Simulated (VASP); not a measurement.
Input of a VASP 6.6.1 run:

File INCAR:

```
ALGO = Normal
DIPOL = 0.5 0.5 0.500
EDIFF = 1E-7
EDIFFG = -0.02
ENCUT = 520
GGA = PS
IBRION = 2
IDIPOL = 3
ISIF = 2
ISMEAR = 0
LASPH = True
LCHARG = False
LDIPOL = True
LREAL = False
LWAVE = False
NELM = 100
NSW = 80
PREC = Accurate
SIGMA = 0.1
```

Contents of KPOINTS:

```
k-points
0
Gamma
  12 12 1
```

File POSCAR:

```
AlNi
1.0
    2.8621655562      0.0000000000      0.0000000000
    0.0000000000      2.8621655562      0.0000000000
    0.0000000000      0.0000000000     25.0175794467
Ni Al
4 4
Direct
    0.5000000000      0.5000000000      0.2997891949
    0.5000000000      0.5000000000      0.4141953692
    0.5000000000      0.5000000000      0.5286015436
    0.5000000000      0.5000000000      0.6430077179
    0.0000000000      0.0000000000      0.3569922821
    0.0000000000      0.0000000000      0.4713984564
    0.0000000000      0.0000000000      0.5858046308
    0.0000000000      0.0000000000      0.7002108051
```

Potentials or basis: VASP PAW PBE potentials, release 64 (Ni, Al).

Run with:

```console
$ cat potpaw_PBE.64/Ni/POTCAR potpaw_PBE.64/Al/POTCAR > POTCAR
$ mpirun -np 1 vasp_std > vasp.out
```

**Question.** What does it give for the energy gained by relaxing?

**Answer.** 11.0 meV/atom.

**Question.** Estimate the band gap on the k mesh.

**Answer.** Zero (bands 26 and 27 overlap by 1.26 eV).

Forces in eV/Å, atoms in the order of the input:
```
Ni   0.000  0.000  0.018
Ni   0.000  0.000  0.004
Ni   0.000  0.000 -0.017
Ni   0.000  0.000 -0.017
Al   0.000  0.000  0.013
Al   0.000  0.000 -0.002
Al   0.000  0.000 -0.006
Al   0.000  0.000  0.007
```

Caveat: the PAW data sets were made with another functional, which shifts forces and pressure a little. Spin polarisation is off, so any magnetic state and its effect on volume and gap are missing.
